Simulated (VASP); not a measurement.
# Tl (P6_3/mmc) in VASP: further runs

Tl is run at these levels: PBE+D3(BJ); tasks: single point.

All numbers are computed with VASP 6.6.1; they aren't measurements. Logs are shortened: lines on timing, memory, paths and dates and some standing lists are left out, and cuts for length are marked.

## (1) The cell of the first run

It takes space group P6_3/mmc (No. 194, hexagonal). Conventional cell: a = 3.499 Å, b = 3.499 Å, c = 5.418 Å, α = 90.00°, β = 90.00°, γ = 120.00°. Tl (site symmetry -6m2) has 12 Tl at 3.38 to 3.50 Å within 4.4 Å.

## (2) Single point, PBE+D3(BJ) (volume scaled by 0.97, then relaxed in part)

The input, INCAR:

```
SYSTEM = Tl
PREC = Accurate
ENCUT = 520
EDIFF = 1E-6
ISMEAR = 0
SIGMA = 0.1
LREAL = .False.
LASPH = .True.
NELM = 80
ALGO = Fast
ISIF = 2
LWAVE = .False.
LCHARG = .False.
GGA = PE
IVDW = 12
NBANDS = 20
```

The input, KPOINTS:

```
Automatic mesh
0
Gamma
  15 15 8
  0 0 0
```

The input, POSCAR:

```
Tl
1.0
    3.4988551188      0.0000000000      0.0000000000
   -1.7494275594      3.0300974171      0.0000000000
    0.0000000000      0.0000000000      5.4180913693
Tl
2
Direct
    0.3333333333      0.6666666667      0.2500000000
    0.6666666667      0.3333333333      0.7500000000
```

Potentials or basis: VASP PAW PBE potentials, release 64 (Tl_d).

On the command line:

```console
$ cat potpaw_PBE.64/Tl_d/POTCAR > POTCAR
$ mpirun -np 1 vasp_std > vasp.out
```

OUTCAR:

```text
SYSTEM = Tl
   PREC = Accurate
   ENCUT = 520
   EDIFF = 1E-6
   ISMEAR = 0
   LREAL = .False.
   LASPH = .True.
   NELM = 80
   ISIF = 2
   GGA = PE
   IVDW = 12
 IVDW          = 12

 ion  position               nearest neighbor table
   1  0.333  0.667  0.250-   2 3.38   2 3.38   2 3.38   2 3.38   2 3.38   2 3.38
   2  0.667  0.333  0.750-   1 3.38   1 3.38   1 3.38   1 3.38   1 3.38   1 3.38

  LATTYP: Found a hexagonal cell.
 ALAT       =     3.4988551188
 C/A-ratio  =     1.5485326443

  Lattice vectors:

 A1 = (   3.4988551188,   0.0000000000,   0.0000000000)
 A2 = (  -1.7494275594,   3.0300974171,   0.0000000000)
 A3 = (   0.0000000000,   0.0000000000,   5.4180913693)

Analysis of symmetry for initial positions (statically):
=====================================================================
 Subroutine PRICEL returns:
 Original cell was already a primitive cell.

 Routine SETGRP: Setting up the symmetry group for a
 hexagonal supercell.

 Subroutine GETGRP returns: Found 24 space group operations
 (whereof 12 operations were pure point group operations)
 out of a pool of 24 trial point group operations.

The static configuration has the point symmetry D_3d.
 The point group associated with its full space group is D_6h.

Analysis of symmetry for dynamics (positions and initial velocities):
=====================================================================
 Subroutine PRICEL returns:
 Original cell was already a primitive cell.

 Routine SETGRP: Setting up the symmetry group for a
 hexagonal supercell.

 Subroutine GETGRP returns: Found 24 space group operations
 (whereof 12 operations were pure point group operations)
 out of a pool of 24 trial point group operations.

The dynamic configuration has the point symmetry D_3d.
 The point group associated with its full space group is D_6h.

 Subroutine INISYM returns: Found 24 space group operations
 (whereof 12 operations are pure point group operations),
 and found     1 'primitive' translations

----------------------------------------------------------------------------------------

                                     Primitive cell

  volume of cell :      57.4419

  direct lattice vectors                    reciprocal lattice vectors
[... 81 lines left out ...]
   ISPIN  =      1    spin polarized calculation?
   LNONCOLLINEAR =      F non collinear calculations
   LSORBIT =      F    spin-orbit coupling
   LASPH  =      T    aspherical Exc in radial PAW
   ENCUT  =  520.0 eV  38.22 Ry    6.18 a.u.   6.51  6.51 10.07*2*pi/ulx,y,z
   NELM   =     80;   NELMIN=  2; NELMDL= -5     # of ELM steps
   EDIFF  = 0.1E-05   stopping-criterion for ELM
   LREAL  =      F    real-space projection
   EDIFFG = 0.1E-04   stopping-criterion for IOM
   NSW    =      0    number of steps for IOM
   IBRION =     -1    ionic relax: 0-MD 1-quasi-New 2-CG
   NFREE  =      0    steps in history (QN), initial steepest desc. (CG)
   ISIF   =      2    stress and relaxation
   ISYM   =      2    0-nonsym 1-usesym 2-fastsym
   POTIM  = 0.5000    time-step for ionic-motion
   TEBEG  =    0.0;   TEEND  =   0.0 temperature during run
   PSTRESS=    0.0 pullay stress
   NELECT =      26.0000    total number of electrons
   NUPDOWN=      -1.0000    fix difference up-down
   EMIN   =  10.00;   EMAX   =-10.00  energy-range for DOS
   EFERMI =   0.00;   METHOD = LEGACY
   ISMEAR =     0;   SIGMA  =   0.10  broadening in eV -4-tet -1-fermi 0-gaus
   EFERMI_NEDOS =   21; number of points for ismear=-14 and -15
   IALGO  =     68    algorithm
   IMIX   =      4    mixing-type and parameters
     AMIX     =   0.40;   BMIX     =  1.00
     AMIX_MAG =   1.60;   BMIX_MAG =  1.00
  volume/ion in A,a.u.               =      28.72       193.82
  Fermi-wavevector in a.u.,A,eV,Ry     =   1.256964  2.375318 21.496655  1.579960
  Thomas-Fermi vector in A             =   2.390647
   LORBIT       =      0    0 simple, 1 ext, 2 COOP (PROOUT), +10 PAW based schemes
   GGA     = PE    functional components
   LHFCALC =     F    Hartree Fock is set to
   AEXX    =    0.0000 exact exchange contribution
   IVDW    =    12    specifies the selected vdW correction
   LEPSILON=     F    determine dielectric tensor
   LRPA    =     F    only Hartree local field effects (RPA)
 non-spin polarized calculation
 RMM-DIIS sequential band-by-band and
 Gauss-broadening in eV      SIGMA  =   0.10
  energy-cutoff  :      520.00
  volume of cell :       57.44
 maximum number of plane-waves:      1586
 NGX is ok and might be reduce to    28
   NGX = 13   NGY = 13   NGZ = 21

 number of electron      25.9999994 magnetization

 Free energy of the ion-electron system (eV)
  ---------------------------------------------------
  ext. energy  EPLUGINS =         0.00000000
  ---------------------------------------------------
  free energy    TOTEN  =        -4.40696887 eV

  energy without entropy =       -4.40366807  energy(sigma->0) =       -4.40531847

 E-fermi :   6.5387     XC(G=0): -10.1674

 val. band max:        6.4774874118   @ k =   0.2667   0.0667   0.2500
 cond. band min:       6.5791573187   @ k =   0.0667   0.0667   0.2500
 fundamental gap:      0.1016699070
 Fermi energy:         6.5387122189

 k-point     1 :       0.0000    0.0000    0.0000
  band No.  band energies     occupation
      1      -5.2706      2.00000
      2      -5.0215      2.00000
      3      -5.0215      2.00000
      4      -5.0124      2.00000
      5      -4.9628      2.00000
      6      -4.9628      2.00000
[... 541 lines left out ...]
     19      14.0103      0.00000
     20      18.1264      0.00000

 [... further k-points ...]

------------------------ aborting loop because EDIFF is reached ----------------------------------------

 Edisp (eV)   -0.68244

 E8    (eV) :    -0.3569

  FORCE on cell =-STRESS in cart. coord.  units (eV):
  Direction    XX          YY          ZZ          XY          YZ          ZX
  --------------------------------------------------------------------------------------
  -------------------------------------------------------------------------------------
  Total       0.35480     0.35480     0.39461     0.00000     0.00000     0.00000
  in kB       9.89610     9.89610    11.00643     0.00000     0.00000     0.00000
  external pressure =       10.27 kB  Pullay stress =        0.00 kB

 VOLUME and BASIS-vectors are now :
 -----------------------------------------------------------------------------
  energy-cutoff  :      520.00
  volume of cell :       57.44
      direct lattice vectors                 reciprocal lattice vectors
     3.498855119  0.000000000  0.000000000     0.285807776  0.165011196  0.000000000
    -1.749427559  3.030097417  0.000000000     0.000000000  0.330022393  0.000000000
     0.000000000  0.000000000  5.418091369     0.000000000  0.000000000  0.184566839

 POSITION                                       TOTAL-FORCE (eV/Angst)
 -----------------------------------------------------------------------------------
     -0.00000      2.02006      1.35452        -0.000000      0.000000      0.000000
      1.74943      1.01003      4.06357         0.000000      0.000000      0.000000
 -----------------------------------------------------------------------------------
    total drift:                               -0.000000      0.000000      0.000000

  FREE ENERGIE OF THE ION-ELECTRON SYSTEM (eV)
  ---------------------------------------------------
  free  energy   TOTEN  =        -5.0894042725 eV

  energy  without entropy=       -5.0861034814  energy(sigma->0) =       -5.08775388
```

OSZICAR:

```text
N       E                     dE             d eps       ncg     rms          rms(c)
DAV:   1     0.131455508792E+03    0.13146E+03   -0.14190E+04  5416   0.123E+03
DAV:   2    -0.190568855393E+01   -0.13336E+03   -0.13084E+03  5920   0.277E+02
DAV:   3    -0.444442870340E+01   -0.25387E+01   -0.25224E+01  6184   0.334E+01
DAV:   4    -0.446005994689E+01   -0.15631E-01   -0.15630E-01  5704   0.284E+00
DAV:   5    -0.446027616283E+01   -0.21622E-03   -0.21622E-03  5996   0.332E-01    0.310E+00
RMM:   6    -0.441524810686E+01    0.45028E-01   -0.71507E-02  5424   0.179E+00    0.213E+00
RMM:   7    -0.440784416249E+01    0.74039E-02   -0.43537E-02  5508   0.150E+00    0.701E-01
RMM:   8    -0.440697471599E+01    0.86945E-03   -0.45513E-03  5564   0.437E-01    0.588E-02
RMM:   9    -0.440696697083E+01    0.77452E-05   -0.12957E-04  5985   0.941E-02    0.291E-02
RMM:  10    -0.440696848139E+01   -0.15106E-05   -0.19789E-05  5927   0.391E-02    0.167E-03
RMM:  11    -0.440696886532E+01   -0.38393E-06   -0.43406E-06  4367   0.148E-02
   1 F= -.50894043E+01 E0= -.50877539E+01  d E =-.330079E-02
```

Run time: 61 s. Hardware: 1 thread of Intel Xeon Platinum 8488C (Sapphire Rapids), shared host; peak memory 0.27 GiB.

What came out:

```
Free energy                : -5.0894 eV
Pressure                   : 1.0 GPa
Band gap on the k mesh     : zero (band 13 reaches 10.39 eV, above the bottom of band 14 at 4.34 eV)
Dispersion energy per atom : -0.341 eV
```

Caveat: the cell differs from its parent crystal (volume scaled by 0.97, then relaxed in part); spin-orbit coupling is left out, which moves the levels of the heavy elements; pairwise dispersion overbinds metals, which lowers pressure and volume.

## (3) Single point, PBE+D3(BJ)

This run uses another cell than the first one, of 29.61 Å³/atom, 1.031 times its volume.

The input, INCAR:

```
SYSTEM = Tl
  ALGO = Fast
  EDIFF = 1E-7
  ENCUT = 520
  GGA = PE
  ISIF = 2
  ISMEAR = 0
  IVDW = 12
  LASPH = .True.
  LCHARG = .True.
  LELF = .True.
  LREAL = .False.
  LVHAR = .True.
  LWAVE = .False.
  NBANDS = 20
  NELM = 80
  PREC = Accurate
  SIGMA = 0.1
```

The input, KPOINTS:

```
k-points
0
Gamma
  15 15 8
  0 0 0
```

The input, POSCAR:

```
Tl
1.0
    3.5345601881      0.0000000000      0.0000000000
   -1.7672800941      3.0610189141      0.0000000000
    0.0000000000      0.0000000000      5.4733818347
Tl
2
Direct
    0.3333333333      0.6666666667      0.2500000000
    0.6666666667      0.3333333333      0.7500000000
```

Potentials or basis: VASP PAW PBE potentials, release 64 (Tl_d).

On the command line:

```console
$ cat potpaw_PBE.64/Tl_d/POTCAR > POTCAR
$ mpirun -np 1 vasp_std > vasp.out
```

OUTCAR:

```text
SYSTEM = Tl
   EDIFF = 1E-7
   ENCUT = 520
   GGA = PE
   ISIF = 2
   ISMEAR = 0
   IVDW = 12
   LASPH = .True.
   LREAL = .False.
   NELM = 80
   PREC = Accurate
 IVDW          = 12

 ion  position               nearest neighbor table
   1  0.333  0.667  0.250-   2 3.41   2 3.41   2 3.41   2 3.41   2 3.41   2 3.41
   2  0.667  0.333  0.750-   1 3.41   1 3.41   1 3.41   1 3.41   1 3.41   1 3.41

  LATTYP: Found a hexagonal cell.
 ALAT       =     3.5345601881
 C/A-ratio  =     1.5485326444

  Lattice vectors:

 A1 = (   3.5345601881,   0.0000000000,   0.0000000000)
 A2 = (  -1.7672800941,   3.0610189141,   0.0000000000)
 A3 = (   0.0000000000,   0.0000000000,   5.4733818347)

Analysis of symmetry for initial positions (statically):
=====================================================================
 Subroutine PRICEL returns:
 Original cell was already a primitive cell.

 Routine SETGRP: Setting up the symmetry group for a
 hexagonal supercell.

 Subroutine GETGRP returns: Found 24 space group operations
 (whereof 12 operations were pure point group operations)
[... 164 lines left out ...]
  free energy    TOTEN  =        -4.43429668 eV

  energy without entropy =       -4.43089469  energy(sigma->0) =       -4.43259569

 E-fermi :   6.2243     XC(G=0): -10.0161

 val. band max:        6.1858254395   @ k =   0.2667   0.1333   0.0000
 cond. band min:       6.2479732097   @ k =   0.0667   0.0667   0.2500
 fundamental gap:      0.0621477703
 Fermi energy:         6.2243211778

 k-point     1 :       0.0000    0.0000    0.0000
  band No.  band energies     occupation
      1      -5.5215      2.00000
      2      -5.3001      2.00000
      3      -5.3001      2.00000
      4      -5.2919      2.00000
      5      -5.2466      2.00000
      6      -5.2466      2.00000
[... 541 lines left out ...]
     19      13.6108      0.00000
     20      17.6042      0.00000

 [... further k-points ...]

------------------------ aborting loop because EDIFF is reached ----------------------------------------

 Edisp (eV)   -0.66122

 E8    (eV) :    -0.3457

  FORCE on cell =-STRESS in cart. coord.  units (eV):
  Direction    XX          YY          ZZ          XY          YZ          ZX
  --------------------------------------------------------------------------------------
  -------------------------------------------------------------------------------------
  Total      -0.01941    -0.01941    -0.01206     0.00000     0.00000    -0.00000
  in kB      -0.52524    -0.52524    -0.32635     0.00000     0.00000    -0.00000
  external pressure =       -0.46 kB  Pullay stress =        0.00 kB

 VOLUME and BASIS-vectors are now :
 -----------------------------------------------------------------------------
  energy-cutoff  :      520.00
  volume of cell :       59.22
      direct lattice vectors                 reciprocal lattice vectors
     3.534560188  0.000000000  0.000000000     0.282920631  0.163344303  0.000000000
    -1.767280094  3.061018914  0.000000000     0.000000000  0.326688605  0.000000000
     0.000000000  0.000000000  5.473381835     0.000000000  0.000000000  0.182702400

 POSITION                                       TOTAL-FORCE (eV/Angst)
 -----------------------------------------------------------------------------------
     -0.00000      2.04068      1.36835         0.000000      0.000000      0.000000
      1.76728      1.02034      4.10504        -0.000000     -0.000000      0.000000
 -----------------------------------------------------------------------------------
    total drift:                               -0.000000      0.000000      0.000000

  FREE ENERGIE OF THE ION-ELECTRON SYSTEM (eV)
  ---------------------------------------------------
  free  energy   TOTEN  =        -5.0955216546 eV

  energy  without entropy=       -5.0921196664  energy(sigma->0) =       -5.09382066
```

Wall time 80 s (1 thread of Intel Xeon Platinum 8488C (Sapphire Rapids), shared host); peak memory 0.27 GiB.

Results:

| Quantity | Value |
| --- | --- |
| Free energy | -5.0955 eV |
| Pressure | 0.0 GPa |
| Band gap on the k mesh | zero (band 13 reaches 9.94 eV, above the bottom of band 14 at 4.13 eV) |
| Dispersion energy per atom | -0.331 eV |

Caveat: spin-orbit coupling is left out, which moves the levels of the heavy elements; pairwise dispersion overbinds metals, which lowers pressure and volume.
